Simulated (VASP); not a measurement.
# VZn7Se8 (F-43m) in VASP: notebook

Runs on VZn7Se8. Level: PBEsol+U. Tasks: single point.

Everything below comes from runs of VASP 6.6.1. Logs are shortened: lines on timing, memory, paths and dates and some standing lists are left out, and cuts for length are marked.

## Step 1: The cell of the first run

The structure is cubic, space group F-43m (No. 216). The conventional cell has a = 11.335 Å, b = 11.335 Å, c = 11.335 Å, α = 90.00°, β = 90.00°, γ = 90.00°. Within 3.3 Å of V (site symmetry -43m) lie 4 Se at 2.49 Å. Within 3.2 Å of Zn (site symmetry 2mm) lie 4 Se at 2.45 Å. Zn (site symmetry -43m) has 4 Se at 2.45 Å within 3.2 Å. Se (site symmetry 3m) has 3 Zn at 2.45 Å and 1 V at 2.49 Å within 3.2 Å. Within 3.2 Å of Se (site symmetry 3m) lie 4 Zn at 2.45 Å.

## Step 2: Single point, PBEsol+U, collinear spin, ferromagnetic start

The input, INCAR:

```
SYSTEM = VZn7Se8
ALGO = Normal ; EDIFF = 1E-7
ENCUT = 520 ; GGA = PS
ISIF = 2 ; ISMEAR = 0
ISPIN = 2 ; LASPH = .True.
LCHARG = .False. ; LDAU = .True.
LDAUJ = 0 0 0 ; LDAUL = 2 -1 -1
LDAUPRINT = 1 ; LDAUTYPE = 2
LDAUU = 3 0 0 ; LMAXMIX = 4
LORBIT = 11 ; LREAL = Auto
LWAVE = .False. ; MAGMOM = 2.64 0.01 0.01 0.01 0.01 0.01 0.01 0 -0.01 -0.02 -0.02 0 -0.02 0 0 0
NBANDS = 90 ; NELM = 150
PREC = Accurate ; SIGMA = 0.05
```

The input, KPOINTS:

```
k-points
0
Gamma
  3 3 3
  0 0 0
```

The input, POSCAR:

```
VZn7Se8
1.0
    0.0000000000      5.6676000000      5.6676000000
    5.6676000000      0.0000000000      5.6676000000
    5.6676000000      5.6676000000      0.0000000000
V Zn Se
1 7 8
Direct
    0.0000000000      1.0000000000      0.0000000000
    0.9992715414      0.9992715414      0.5007284586
    0.9992715414      0.5007284586      0.9992715414
    0.9992715414      0.5007284586      0.5007284586
    0.5007284586      0.9992715414      0.9992715414
    0.5007284586      0.9992715414      0.5007284586
    0.5007284586      0.5007284586      0.9992715414
    0.5000000000      0.5000000000      0.5000000000
    0.1269952428      0.1269952428      0.1269952428
    0.1269952428      0.1269952428      0.6190142715
    0.1269952428      0.6190142715      0.1269952428
    0.1253580918      0.6248806361      0.6248806361
    0.6190142715      0.1269952428      0.1269952428
    0.6248806361      0.1253580918      0.6248806361
    0.6248806361      0.6248806361      0.1253580918
    0.6248806361      0.6248806361      0.6248806361
```

Potentials or basis: VASP PAW PBE potentials, release 64 (V_sv, Zn, Se).

Command:

```bash
> cat potpaw_PBE.64/V_sv/POTCAR potpaw_PBE.64/Zn/POTCAR potpaw_PBE.64/Se/POTCAR > POTCAR
> mpirun -np 1 vasp_std > vasp.out
```

OUTCAR:

```text
SYSTEM = VZn7Se8
   EDIFF = 1E-7
   ENCUT = 520
   GGA = PS
   ISIF = 2
   ISMEAR = 0
   ISPIN = 2
   LASPH = .True.
   LORBIT = 11
   LREAL = Auto
   NELM = 150
   PREC = Accurate

 ion  position               nearest neighbor table
   1  0.000  0.000  0.000-   9 2.49  10 2.49  11 2.49  13 2.49
   2  0.999  0.999  0.501-  10 2.45   9 2.45  12 2.45  14 2.45
   3  0.999  0.501  0.999-  11 2.45   9 2.45  12 2.45  15 2.45
   4  0.999  0.501  0.501-  10 2.45  11 2.45  16 2.45  12 2.45
   5  0.501  0.999  0.999-  13 2.45   9 2.45  14 2.45  15 2.45
   6  0.501  0.999  0.501-  10 2.45  13 2.45  16 2.45  14 2.45
[... 8 lines left out ...]
  15  0.625  0.625  0.125-   3 2.45   5 2.45   7 2.45   8 2.45
  16  0.625  0.625  0.625-   4 2.45   6 2.45   7 2.45   8 2.45

  LATTYP: Found a face centered cubic cell.
 ALAT       =    11.3352000000

  Lattice vectors:

 A1 = (   0.0000000000,   5.6676000000,   5.6676000000)
 A2 = (   5.6676000000,   0.0000000000,   5.6676000000)
 A3 = (   5.6676000000,   5.6676000000,   0.0000000000)

Analysis of symmetry for initial positions (statically):
=====================================================================
 Subroutine PRICEL returns:
 Original cell was already a primitive cell.

 Routine SETGRP: Setting up the symmetry group for a
 face centered cubic supercell.

 Subroutine GETGRP returns: Found 24 space group operations
 (whereof 24 operations were pure point group operations)
 out of a pool of 48 trial point group operations.

The static configuration has the point symmetry T_d .

Analysis of symmetry for dynamics (positions and initial velocities):
=====================================================================
 Subroutine PRICEL returns:
 Original cell was already a primitive cell.

 Routine SETGRP: Setting up the symmetry group for a
 face centered cubic supercell.

 Subroutine GETGRP returns: Found 24 space group operations
 (whereof 24 operations were pure point group operations)
 out of a pool of 48 trial point group operations.

The dynamic configuration has the point symmetry T_d .

Analysis of structural, dynamic, and magnetic symmetry:
=====================================================================
 Subroutine PRICEL returns:
 Original cell was already a primitive cell.

 Routine SETGRP: Setting up the symmetry group for a
 face centered cubic supercell.

 Subroutine GETGRP returns: Found  6 space group operations
 (whereof  6 operations were pure point group operations)
 out of a pool of 48 trial point group operations.

The overall configuration has the point symmetry C_3v.

 Subroutine INISYM returns: Found  6 space group operations
 (whereof  6 operations are pure point group operations),
 and found     1 'primitive' translations

----------------------------------------------------------------------------------------

                                     Primitive cell

  volume of cell :     364.1058

  direct lattice vectors                    reciprocal lattice vectors
     0.000000000  5.667600000  5.667600000    -0.088220764  0.088220764  0.088220764
     5.667600000  0.000000000  5.667600000     0.088220764 -0.088220764  0.088220764
     5.667600000  5.667600000  0.000000000     0.088220764  0.088220764 -0.088220764

  length of vectors
     8.015196786  8.015196786  8.015196786     0.152802845  0.152802845  0.152802845

  position of ions in fractional coordinates (direct lattice)
     0.000000000  0.000000000  0.000000000
     0.999271541  0.999271541  0.500728459
     0.999271541  0.500728459  0.999271541
     0.999271541  0.500728459  0.500728459
     0.500728459  0.999271541  0.999271541
     0.500728459  0.999271541  0.500728459
[... 8 lines left out ...]
     0.624880636  0.624880636  0.125358092
     0.624880636  0.624880636  0.624880636
[... 100 lines left out ...]
   J (eV)           for each species LDAUJ =   0.0  0.0  0.0
   GGA     = PS    functional components
   LHFCALC =     F    Hartree Fock is set to
   AEXX    =    0.0000 exact exchange contribution
   IVDW    =     0    specifies the selected vdW correction
   LEPSILON=     F    determine dielectric tensor
   LRPA    =     F    only Hartree local field effects (RPA)
 spin polarized calculation
 Gauss-broadening in eV      SIGMA  =   0.05
  energy-cutoff  :      520.00
  volume of cell :      364.11
 maximum number of plane-waves:      9841
   NGX = 29   NGY = 29   NGZ = 29

atom =   1  type =  1  l = 2

 onsite density matrix

spin component  1

  0.3697  0.0000  0.0000  0.0000 -0.0000
  0.0000  0.3697 -0.0000  0.0000  0.0000
  0.0000 -0.0000  0.8499 -0.0000  0.0000
  0.0000  0.0000 -0.0000  0.3697 -0.0000
 -0.0000  0.0000  0.0000 -0.0000  0.8499

spin component  2

  0.0766 -0.0000 -0.0000 -0.0000  0.0000
 -0.0000  0.0766  0.0000 -0.0000 -0.0000
 -0.0000  0.0000  0.0178  0.0000  0.0000
 -0.0000 -0.0000  0.0000  0.0766  0.0000
  0.0000 -0.0000  0.0000  0.0000  0.0178

 occupancies and eigenvectors

  o =  0.0178  v =  0.0000  0.0000  0.0000  0.0000  0.0000  0.0000 -0.0000  0.1175  0.0000 -0.9931      0.0000  0.0000  0.0000  0.0000  0.0000  0.0000  0.0000  0.0000  0.0000  0.0000
  o =  0.0178  v =  0.0000  0.0000  0.0000  0.0000  0.0000  0.0000 -0.0000  0.9931 -0.0000  0.1175      0.0000  0.0000  0.0000  0.0000  0.0000  0.0000  0.0000  0.0000  0.0000  0.0000
  o =  0.0766  v =  0.0000  0.0000  0.0000  0.0000  0.0000 -0.5774 -0.5774 -0.0000 -0.5774  0.0000      0.0000  0.0000  0.0000  0.0000  0.0000  0.0000  0.0000  0.0000  0.0000  0.0000
  o =  0.0766  v =  0.0000  0.0000  0.0000  0.0000  0.0000  0.0051 -0.7096 -0.0000  0.7046  0.0001      0.0000  0.0000  0.0000  0.0000  0.0000  0.0000  0.0000  0.0000  0.0000  0.0000
  o =  0.0766  v =  0.0000  0.0000  0.0000  0.0000  0.0000 -0.8165  0.4038  0.0001  0.4126  0.0000      0.0000  0.0000  0.0000  0.0000  0.0000  0.0000  0.0000  0.0000  0.0000  0.0000
  o =  0.3697  v =  0.0000 -0.7071  0.0000  0.7071  0.0000  0.0000  0.0000  0.0000  0.0000  0.0000      0.0000  0.0000  0.0000  0.0000  0.0000  0.0000  0.0000  0.0000  0.0000  0.0000
  o =  0.3697  v =  0.8165 -0.4082 -0.0000 -0.4082  0.0000  0.0000  0.0000  0.0000  0.0000  0.0000      0.0000  0.0000  0.0000  0.0000  0.0000  0.0000  0.0000  0.0000  0.0000  0.0000
  o =  0.3697  v =  0.5774  0.5774 -0.0000  0.5774 -0.0000  0.0000  0.0000  0.0000  0.0000  0.0000      0.0000  0.0000  0.0000  0.0000  0.0000  0.0000  0.0000  0.0000  0.0000  0.0000
  o =  0.8499  v = -0.0000  0.0000 -1.0000  0.0000  0.0000  0.0000  0.0000  0.0000  0.0000  0.0000      0.0000  0.0000  0.0000  0.0000  0.0000  0.0000  0.0000  0.0000  0.0000  0.0000
  o =  0.8499  v =  0.0000  0.0000  0.0000 -0.0000  1.0000  0.0000  0.0000  0.0000  0.0000  0.0000      0.0000  0.0000  0.0000  0.0000  0.0000  0.0000  0.0000  0.0000  0.0000  0.0000

 number of electron     145.0000070 magnetization       2.9259221

 Free energy of the ion-electron system (eV)
  ---------------------------------------------------
  ext. energy  EPLUGINS =         0.00000000
  ---------------------------------------------------
  free energy    TOTEN  =       -58.74226554 eV

  energy without entropy =      -58.73972500  energy(sigma->0) =      -58.74099527

 E-fermi :   3.2761     XC(G=0):  -9.5625

 val. band max:        3.2260972188   @ k =  -0.3333   0.3333   0.0000
 cond. band min:       3.3991917575   @ k =   0.3333   0.3333  -0.3333
 fundamental gap:      0.1730945387
 Fermi energy:         3.2760825673

 spin component 1

 k-point     1 :       0.0000    0.0000    0.0000
  band No.  band energies     occupation
      1     -61.9790      1.00000
      2     -35.9825      1.00000
      3     -35.9825      1.00000
      4     -35.9825      1.00000
      5     -11.4979      1.00000
      6     -10.7135      1.00000
[... 511 lines left out ...]
     83       6.5515      0.00000
     84       6.6305      0.00000
 Fermi energy:         3.2760825673

 spin component 2

 k-point     1 :       0.0000    0.0000    0.0000
  band No.  band energies     occupation
      1     -59.4869      1.00000
      2     -33.5080      1.00000
      3     -33.5080      1.00000
      4     -33.5079      1.00000
      5     -11.4988      1.00000
      6     -10.7218      1.00000
[... 511 lines left out ...]
     83       6.7229      0.00000
     84       6.8144      0.00000
 [bands above 84 left out]

------------------------ aborting loop because EDIFF is reached ----------------------------------------

  FORCE on cell =-STRESS in cart. coord.  units (eV):
  Direction    XX          YY          ZZ          XY          YZ          ZX
  --------------------------------------------------------------------------------------
  -------------------------------------------------------------------------------------
  Total        0.5457893      0.5457893      0.5457893      0.0000816      0.0000816      0.0000816
  in kB        2.4016406      2.4016406      2.4016406      0.0003591      0.0003591      0.0003591
  external PRESSURE =       2.4016406 kB  Pullay stress =       0.0000000 kB

 VOLUME and BASIS-vectors are now :
 -----------------------------------------------------------------------------
  energy-cutoff  :      520.00
  volume of cell :      364.11
      direct lattice vectors                 reciprocal lattice vectors
     0.000000000  5.667600000  5.667600000    -0.088220764  0.088220764  0.088220764
     5.667600000  0.000000000  5.667600000     0.088220764 -0.088220764  0.088220764
     5.667600000  5.667600000  0.000000000     0.088220764  0.088220764 -0.088220764

 POSITION                                       TOTAL-FORCE (eV/Angst)
 -----------------------------------------------------------------------------------
      0.00000      0.00000      0.00000         0.000049      0.000049      0.000049
      8.50140      8.50140     11.32694        -0.000026     -0.000026     -0.011275
      8.50140     11.32694      8.50140        -0.000026     -0.011275     -0.000026
      5.67586      8.50140      8.50140         0.011289      0.000025      0.000025
     11.32694      8.50140      8.50140        -0.011275     -0.000026     -0.000026
      8.50140      5.67586      8.50140         0.000025      0.011289      0.000025
[... 8 lines left out ...]
      4.25205      4.25205      7.08315        -0.000357     -0.000357      0.000340
      7.08315      7.08315      7.08315         0.000354      0.000354      0.000354
 -----------------------------------------------------------------------------------
    total drift:                                0.000061      0.000061      0.000061

  FREE ENERGIE OF THE ION-ELECTRON SYSTEM (eV)
  ---------------------------------------------------
  free  energy   TOTEN  =       -58.7422655393 eV

  energy  without entropy=      -58.7397249997  energy(sigma->0) =      -58.74099527

 total charge

# of ion       s       p       d       tot
------------------------------------------
    1        2.223   6.135   3.052  11.410
    2        0.545   0.453   9.783  10.781
    3        0.545   0.453   9.783  10.781
    4        0.545   0.453   9.783  10.781
    5        0.545   0.453   9.783  10.781
    6        0.545   0.453   9.783  10.781
[... 8 lines left out ...]
   15        1.440   2.410   0.031   3.881
   16        1.440   2.410   0.031   3.881
--------------------------------------------------
tot         17.550  28.663  71.798 118.012

 magnetization (x)

# of ion       s       p       d       tot
------------------------------------------
    1        0.031   0.024   2.531   2.586
    2        0.010   0.004  -0.001   0.013
    3        0.010   0.004  -0.001   0.013
    4        0.010   0.004  -0.001   0.013
    5        0.010   0.004  -0.001   0.013
    6        0.010   0.004  -0.001   0.013
[... 8 lines left out ...]
   15        0.001  -0.000   0.000   0.001
   16        0.001  -0.000   0.000   0.001
--------------------------------------------------
tot          0.089  -0.172   2.562   2.479
```

Run time: 19 min. Hardware: 1 thread of Intel Xeon 8259CL, shared host; peak memory 0.8 GiB.

Results:

```yaml
Free_energy: -58.7423 eV
Pressure: 0.2 GPa
Largest_force: 0.011 eV/Å
Net_moment: 2.93 μB per cell
Site_moments: V +2.59; Zn +0.01, -0.00 (each value once); Se -0.05, +0.00 (each value once) μB
Valence_electrons_inside_the_program's_atomic_spheres: V 11.41; Zn 10.78; Se 3.90, 3.88 (each value once)
```

Forces in eV/Å, atoms in the order of the input:
```
V    0.000  0.000  0.000
Zn   0.000  0.000 -0.011
Zn   0.000 -0.011  0.000
Zn   0.011  0.000  0.000
Zn  -0.011  0.000  0.000
Zn   0.000  0.011  0.000
Zn   0.000  0.000  0.011
Zn   0.000  0.000  0.000
Se   0.000  0.000  0.000
Se   0.000  0.000  0.000
Se   0.000  0.000  0.000
Se   0.000  0.000  0.000
Se   0.000  0.000  0.000
Se   0.000  0.000  0.000
Se   0.000  0.000  0.000
Se   0.000  0.000  0.000
```

Eigenvalues of the final occupation matrices:
| site | spin | trace | eigenvalues |
| --- | --- | --- | --- |
| site 1 d | 1 | 2.81 | 0.37 0.37 0.37 0.85 0.85 |
| site 1 d | 2 | 0.27 | 0.02 0.02 0.08 0.08 0.08 |

Caveat: the PAW data sets were made with another functional, which shifts forces and pressure a little. The state reached can hang on the start; a lower one may exist.

(Continued in part 2 of 2.)
